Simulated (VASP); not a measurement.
CsI:

```
CELL_PARAMETERS angstrom
4.60808 0.00000 0.00000
0.00000 4.60808 0.00000
0.00000 0.00000 4.60808
ATOMIC_POSITIONS crystal
Cs 0.00000 0.00000 0.00000
I 0.50000 0.50000 0.50000
```

Base run:

```yaml
Program: VASP 6.6.1
Functional: r2SCAN
Potentials_or_basis: VASP PAW PBE potentials, release 64 (Cs_sv, I)
Cutoff: 550 eV
k_mesh: 6 × 6 × 6
Occupations: gaussian, width 0.01 eV
Spin: no spin polarisation
```

Its results: band gap on the k mesh 4.50 eV (least direct gap 4.59 eV); pressure 0.1 GPa.

After a change of settings the same cell gave: band gap on the k mesh 3.79 eV (least direct gap 3.88 eV); pressure 0.4 GPa. Which change was it?
A. functional from r2SCAN to LDA; potentials or basis from VASP PAW PBE potentials, release 64 (Cs_sv, I) to VASP PAW LDA potentials, release 64 (Cs_sv, I); cutoff from 550 eV to 500 eV
B. functional from r2SCAN to PBE; cutoff from 550 eV to 500 eV; occupations from gaussian, width 0.01 eV to fermi-dirac, width 0.02 eV
C. functional from r2SCAN to HSE06; cutoff from 550 eV to 400 eV; k mesh from 6 × 6 × 6 to 4 × 4 × 4
D. functional from r2SCAN to HF; cutoff from 550 eV to 400 eV; k mesh from 6 × 6 × 6 to 4 × 4 × 4

B.

Caveats: spin-orbit coupling is left out, which moves the levels of the heavy elements; the PAW data sets were made with another functional, which shifts forces and pressure a little (at least some runs).
